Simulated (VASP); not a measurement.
# Si2Ni: single point with LDA

The system is Si2Ni.

```xyz
3
Lattice="0.0000 2.6755 2.6755 2.6755 0.0000 2.6755 2.6755 2.6755 0.0000" Properties=species:S:1:pos:R:3 pbc="T T T"
Si    1.3377    1.3377    1.3377
Si    4.0132    4.0132    4.0132
Ni    0.0000    0.0000    0.0000
```

* Program: VASP 6.6.1
* Task: single point
* Functional: LDA
* Potentials or basis: VASP PAW LDA potentials, release 64 (Si, Ni)
* Cutoff: 520 eV
* k mesh: 14 × 14 × 14
* Occupations: gaussian, width 0.15 eV
* Spin: no spin polarisation

```json
{
 "Pressure": "0.2 GPa",
 "Band gap on the k mesh": "zero (band 9 reaches 12.57 eV, above the bottom of band 10 at 10.40 eV)"
}
```

Levels at points of the mesh, in eV from the Fermi level:
| k point | band 7 | band 8 | band 9 | band 10 | band 11 | band 12 |
| --- | --- | --- | --- | --- | --- | --- |
| (0.00, 0.00, 0.00) | -0.17 | 1.72 | 1.72 | 1.72 | 2.20 | 2.20 |
| (0.50, 0.00, 0.00) | -3.55 | -1.53 | -1.53 | 1.74 | 1.80 | 1.80 |
| (0.50, 0.50, 0.00) | -3.85 | -3.65 | -3.31 | -0.44 | 1.29 | 7.75 |

Wall time 2.6 min on 1 thread of AMD EPYC 7R13 (shared host), peak memory 0.15 GiB.

Spin polarisation is off, so any magnetic state and its effect on volume and gap are missing.
